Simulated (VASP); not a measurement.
Write the native input for VASP 6.6.1 that does the following.

* Task: single point
* Functional: PBE
* Potentials or basis: VASP PAW PBE potentials, release 64 (Si, W_sv)
* Cutoff: 520 eV
* k mesh: 4 × 4 × 4
* Occupations: gaussian, width 0.1 eV
* Spin: no spin polarisation
* Dipole correction: no
* Further INCAR settings: LREAL = Auto; ALGO = Normal; EDIFF = 1e-07; NBANDS = 111

The structure of Si9W4 (a cell with a defect) lies in POSCAR:

```
Si9W4
1.0
    0.0000000000      0.0000000000     -7.8668278230
   -4.8434929727     -4.8434929727     -3.9334139115
   -4.8434929727      4.8434929727     -3.9334139115
Si W
18 8
Direct
    0.9925539529      0.3375226063      1.0000000000
    0.6660150524      0.3344283262      0.6677616595
    0.3337767120      0.3344283262      0.3322383405
    1.0015383715     -0.0010949929      0.3322383405
    0.6634098925     -0.0041892730      1.0000000000
    0.3337767120     -0.0010949929      0.6677616595
    0.9925539529      0.6666666667      0.6708559397
    0.6634098925      0.6666666667      0.3291440603
    0.3309682888      0.6666666667      0.0000000000
    0.0023650445      0.6666666667      1.0000000000
    0.6699234408      0.6666666667      0.6708559397
    0.3407793805      0.6666666667      0.3291440603
   -0.0004433786      0.3344283262      0.3322383405
    0.6699234408      0.3375226063      0.0000000000
    0.3317949618      0.3344283262      0.6677616595
   -0.0004433786      0.9989050071      0.6677616595
    0.6673182809      0.9989050071      0.3322383405
    0.3407793805      0.9958107270      0.0000000000
    0.3320622571      0.6666666667      0.6692088192
    0.0012710763      0.6666666667      0.3307911808
    0.6666666667      0.3325231636      0.3341435030
    0.3320622571      0.3358754859      0.0000000000
    0.0008101697      0.3325231636      0.6658564970
    0.6666666667      1.0008101697      0.6658564970
    0.3325231636      1.0008101697      0.3341435030
    1.0012710763      0.9974578475      1.0000000000
```

This cell differs from its parent crystal: atoms taken out, then relaxed in part.

One way to write it, as run:

INCAR

```
SYSTEM = Si9W4
PREC = Accurate ; ENCUT = 520
EDIFF = 1E-7 ; ISMEAR = 0
SIGMA = 0.1 ; LREAL = Auto
LASPH = .True. ; NELM = 80
ALGO = Normal ; ISIF = 2
LWAVE = .False. ; LCHARG = .False.
GGA = PE ; NBANDS = 111
```

KPOINTS

```
regular mesh
0
Gamma
  4 4 4
  0 0 0
```

Potentials or basis: VASP PAW PBE potentials, release 64 (Si, W_sv).

Run with:

```bash
$ cat potpaw_PBE.64/Si/POTCAR potpaw_PBE.64/W_sv/POTCAR > POTCAR
$ mpirun -np 1 vasp_std > vasp.out
```

Results of the run:

| Item | Value |
| --- | --- |
| Pressure | -1.1 GPa |
| Largest force | 0.008 eV/Å |
| Band gap on the k mesh | zero (bands 92 and 93 overlap by 0.53 eV) |

Caveat: the cell differs from its parent crystal (atoms taken out, then relaxed in part); spin-orbit coupling is left out, which moves the levels of the heavy elements.

It took 19 min on 1 thread of Intel(R) Xeon(R) Platinum 8375C CPU @ 2.90GHz (Ice Lake) (shared host), peak memory 0.68 GiB.
